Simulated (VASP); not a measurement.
# BaHI (P4/nmm) in VASP: vibrations by perturbation theory with LDA

Aim: the vibrations by perturbation theory of BaHI with LDA.

Program: VASP 6.6.1. These are calculated values, not measurements. Logs are shortened: lines on timing, memory, paths and dates and some standing lists are left out, and cuts for length are marked.

## 1. The cell of the first run

Symmetry: P4/nmm, No. 129, tetragonal system. The conventional cell has a = 4.828 Å, b = 4.828 Å, c = 7.867 Å, α = 90.00°, β = 90.00°, γ = 90.00°. Within 3.7 Å of Ba (site symmetry 4mm) lie 4 H at 2.84 Å and 4 I at 3.56 Å. H (site symmetry -4m2) has 4 Ba at 2.84 Å and 4 H at 3.41 Å and 4 I at 3.49 Å within 3.7 Å. Within 4.6 Å of I (site symmetry 4mm) lie 4 H at 3.49 Å and 6 Ba at 3.56 to 4.01 Å and 4 I at 4.44 Å.

## 2. Vibrations by perturbation theory, LDA

INCAR

```
SYSTEM = BaHI
  PREC = Accurate
  ENCUT = 520
  EDIFF = 1E-8
  ISMEAR = 0
  SIGMA = 0.01
  LREAL = .False.
  LASPH = .True.
  NELM = 100
  ALGO = Normal
  ISIF = 2
  LWAVE = .False.
  LCHARG = .False.
  GGA = CA
  NBANDS = 27
  IBRION = 8
  NSW = 1
```

KPOINTS

```
regular mesh
0
Gamma
  4 4 2
  0 0 0
```

POSCAR

```
BaHI
1.0
    4.8280000000      0.0000000000      0.0000000000
    0.0000000000      4.8280000000      0.0000000000
    0.0000000000      0.0000000000      7.8670000000
Ba H I
2 2 2
Direct
    0.0000000000      0.5000000000      0.1900000000
    0.5000000000      0.0000000000      0.8100000000
    0.0000000000      0.0000000000      0.0000000000
    0.5000000000      0.5000000000      0.0000000000
    0.0000000000      0.5000000000      0.6800000000
    0.5000000000      0.0000000000      0.3200000000
```

Potentials or basis: VASP PAW LDA potentials, release 64 (Ba_sv, H, I).

The run is started by

```
> cat potpaw_LDA.64/Ba_sv/POTCAR potpaw_LDA.64/H/POTCAR potpaw_LDA.64/I/POTCAR > POTCAR
> mpirun -np 1 vasp_std > vasp.out
```

OUTCAR:

```text
SYSTEM = BaHI
   PREC = Accurate
   ENCUT = 520
   EDIFF = 1E-8
   ISMEAR = 0
   LREAL = .False.
   LASPH = .True.
   NELM = 100
   ISIF = 2
   GGA = CA
   IBRION = 8
   NSW = 1

 ion  position               nearest neighbor table
   1  0.000  0.500  0.190-   6 3.56   6 3.56   6 3.56   6 3.56   5 3.85   5 4.01   2 4.54   2 4.54
                             2 4.54   2 4.54
   2  0.500  0.000  0.810-   5 3.56   5 3.56   5 3.56   5 3.56   6 3.85   6 4.01   1 4.54   1 4.54
                             1 4.54   1 4.54
   3  0.000  0.000  0.000-
   4  0.500  0.500  0.000-
   5  0.000  0.500  0.680-   2 3.56   2 3.56   2 3.56   2 3.56   1 3.85   1 4.01
   6  0.500  0.000  0.320-   1 3.56   1 3.56   1 3.56   1 3.56   2 3.85   2 4.01

  LATTYP: Found a simple tetragonal cell.
 ALAT       =     4.8280000000
 C/A-ratio  =     1.6294531897

  Lattice vectors:
[... 603 lines left out ...]
     1.56522  0.00000  0.00000
     0.00000  1.56522  0.00000
     0.00000  0.00000  0.51640

 INTERNAL STRAIN TENSOR FOR ION    6 for displacements in x,y,z  (eV/Angst):
          X           Y           Z          XY          YZ          ZX
  --------------------------------------------------------------------------------
  x     0.00000     0.00000     0.00000     0.00000     0.00000    -1.31102
  y     0.00000     0.00000     0.00000     0.00000    -1.72657     0.00000
  z    -1.56522    -1.56522    -0.51640     0.00000     0.00000     0.00000

 SECOND DERIVATIVES (NOT SYMMETRIZED)
 ------------------------------------
               1X          1Y          1Z          2X          2Y          2Z          3X          3Y          3Z          4X          4Y          4Z          5X          5Y          5Z          6X          6Y          6Z
  1X    -2.347234    0.000000    0.000000    0.290146    0.000000    0.000000    0.460052    0.000000    0.000000    0.205302    0.000000    0.000000    0.068695    0.000000    0.000000    1.323039    0.000000    0.000000
  1Y     0.000000   -2.347234    0.000000    0.000000    0.290146    0.000000    0.000000    0.205302    0.000000    0.000000    0.460052    0.000000    0.000000    0.068695    0.000000    0.000000    1.323039    0.000000
  1Z     0.000000    0.000000   -1.923025    0.000000    0.000000    0.726809    0.000000    0.000000    0.531998    0.000000    0.000000    0.531998    0.000000    0.000000   -0.404298    0.000000    0.000000    0.536518
  2X     0.290146    0.000000    0.000000   -2.347234    0.000000    0.000000    0.205302    0.000000    0.000000    0.460052    0.000000    0.000000    1.323039    0.000000    0.000000    0.068695    0.000000    0.000000
  2Y     0.000000    0.290146    0.000000    0.000000   -2.347234    0.000000    0.000000    0.460052    0.000000    0.000000    0.205302    0.000000    0.000000    1.323039    0.000000    0.000000    0.068695    0.000000
  2Z     0.000000    0.000000    0.726809    0.000000    0.000000   -1.923025    0.000000    0.000000    0.531998    0.000000    0.000000    0.531998    0.000000    0.000000    0.536518    0.000000    0.000000   -0.404298
  3X     0.460490    0.000000    0.000000    0.205820    0.000000    0.000000   -1.117829    0.000000    0.000000    0.105853    0.000000    0.000000    0.075385    0.000000    0.000000    0.270281    0.000000    0.000000
  3Y     0.000000    0.205820    0.000000    0.000000    0.460490    0.000000    0.000000   -1.117829    0.000000    0.000000    0.105853    0.000000    0.000000    0.270281    0.000000    0.000000    0.075385    0.000000
  3Z     0.000000    0.000000    0.533000    0.000000    0.000000    0.533000    0.000000    0.000000   -1.614152    0.000000    0.000000   -0.235529    0.000000    0.000000    0.391841    0.000000    0.000000    0.391841
  4X     0.205820    0.000000    0.000000    0.460490    0.000000    0.000000    0.105853    0.000000    0.000000   -1.117829    0.000000    0.000000    0.270281    0.000000    0.000000    0.075385    0.000000    0.000000
  4Y     0.000000    0.460490    0.000000    0.000000    0.205820    0.000000    0.000000    0.105853    0.000000    0.000000   -1.117829    0.000000    0.000000    0.075385    0.000000    0.000000    0.270281    0.000000
  4Z     0.000000    0.000000    0.533000    0.000000    0.000000    0.533000    0.000000    0.000000   -0.235529    0.000000    0.000000   -1.614152    0.000000    0.000000    0.391841    0.000000    0.000000    0.391841
  5X     0.069405    0.000000    0.000000    1.323647    0.000000    0.000000    0.077872    0.000000    0.000000    0.272680    0.000000    0.000000   -1.948705    0.000000    0.000000    0.205100    0.000000    0.000000
  5Y     0.000000    0.069405    0.000000    0.000000    1.323647    0.000000    0.000000    0.272680    0.000000    0.000000    0.077872    0.000000    0.000000   -1.948705    0.000000    0.000000    0.205100    0.000000
  5Z     0.000000    0.000000   -0.409141    0.000000    0.000000    0.531673    0.000000    0.000000    0.395543    0.000000    0.000000    0.395543    0.000000    0.000000   -1.294933    0.000000    0.000000    0.381315
  6X     1.323647    0.000000    0.000000    0.069405    0.000000    0.000000    0.272680    0.000000    0.000000    0.077872    0.000000    0.000000    0.205100    0.000000    0.000000   -1.948705    0.000000    0.000000
  6Y     0.000000    1.323647    0.000000    0.000000    0.069405    0.000000    0.000000    0.077872    0.000000    0.000000    0.272680    0.000000    0.000000    0.205100    0.000000    0.000000   -1.948705    0.000000
  6Z     0.000000    0.000000    0.531673    0.000000    0.000000   -0.409141    0.000000    0.000000    0.395543    0.000000    0.000000    0.395543    0.000000    0.000000    0.381315    0.000000    0.000000   -1.294933

 Eigenvectors and eigenvalues of the dynamical matrix
 ----------------------------------------------------

   1 f  =   21.302564 THz   133.847957 2PiTHz  710.577050 cm-1    88.100286 meV
             X         Y         Z           dx          dy          dz
      0.000000  2.414000  1.494730    -0.000000   -0.000000   -0.034692
      2.414000  0.000000  6.372270     0.000000    0.000000   -0.034692
      0.000000  0.000000  0.000000    -0.000000   -0.000000    0.705752
      2.414000  2.414000  0.000000    -0.000000   -0.000000    0.705752
      0.000000  2.414000  5.349560    -0.000000   -0.000000   -0.026652
      2.414000  0.000000  2.517440     0.000000    0.000000   -0.026652
[... 145 lines left out ...]
  18 f/i=    0.003457 THz     0.021719 2PiTHz    0.115301 cm-1     0.014296 meV
             X         Y         Z           dx          dy          dz
      0.000000  2.414000  1.494730    -0.000000   -0.000000   -0.507838
      2.414000  0.000000  6.372270    -0.000000   -0.000000   -0.507838
      0.000000  0.000000  0.000000    -0.000000   -0.000000   -0.043472
      2.414000  2.414000  0.000000    -0.000000   -0.000000   -0.043472
      0.000000  2.414000  5.349560    -0.000000   -0.000000   -0.490113
      2.414000  0.000000  2.517440    -0.000000   -0.000000   -0.490113

--------------------------------------------------------------------------------------------------------

 ELASTIC MODULI CONTR FROM IONIC RELAXATION (kBar)
 Direction    XX          YY          ZZ          XY          YZ          ZX
 --------------------------------------------------------------------------------
 XX         -42.6781    -10.7919    -14.9493      0.0000      0.0000     -0.0000
 YY         -10.7919    -42.6781    -14.9493      0.0000     -0.0000      0.0000
 ZZ         -14.9493    -14.9493    -38.3734      0.0000      0.0000      0.0000
 XY           0.0000      0.0000      0.0000      0.0000      0.0000      0.0000
 YZ           0.0000     -0.0000      0.0000      0.0000    -50.7932      0.0000
 ZX          -0.0000      0.0000      0.0000      0.0000      0.0000    -36.6480
 --------------------------------------------------------------------------------
```

Wall time 17 min (1 thread of Intel Xeon Platinum 8259CL at 2.50GHz (Skylake/Cascade Lake), shared host); peak memory 0.53 GiB.

Results:

```yaml
Highest_phonon_frequency_at_Γ_LO-TO_splitting_left_out: 711 cm⁻¹
```

Phonon frequencies in cm⁻¹ (negative: imaginary):
| q point | frequencies |
| --- | --- |
| (0.000, 0.000, 0.000) | 0 0 0 46 46 48 49 81 82 82 87 87 526 526 577 577 612 711 |

Caveat: the k points lie up to 0.40 Å⁻¹ apart; the cell stands under pressure or tension, which shifts response properties; spin-orbit coupling is left out, which moves the levels of the heavy elements.
